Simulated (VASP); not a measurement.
Runs of VASP 6.6.1 on Nb4O3. The structure is that of space group Pm-3m (No. 221), or close to it. The cells are those of the table. 

```tsv
task	cell	k mesh	cutoff (eV)	gap on the mesh (eV)	pressure (GPa)	relaxed volume (Å³/atom)
single point	a = 4.206 Å, 7 atoms	4 × 4 × 4	520	none	44.3	-
single point	a = 4.403 Å, 7 atoms	8 × 8 × 8	520	none	-0.3	-
relaxation of cell and atoms	relaxed from a = 4.403 Å, 7 atoms	8 × 8 × 8	600	none	0.0	(a)
relaxation of cell and atoms	relaxed from a = 4.206 Å, 7 atoms	4 × 4 × 4	600	none	-0.5	12.20
single point	a = 4.403 Å, 7 atoms	4 × 4 × 4	520	none	-0.3	-
```

Alike in all rows: level PBE; potentials or basis VASP PAW PBE potentials, release 64 (Nb_sv, O); no spin polarisation; smearing gaussian 0.1 eV.

Task: Estimate the missing entries.

Result: (a) 12.17.

Caveats: some runs use coarse meshes.

A k mesh can miss the band edges, and the runs leave out spin-orbit coupling on Nb.

A gap of «none» marks levels without a gap at the run's occupations.
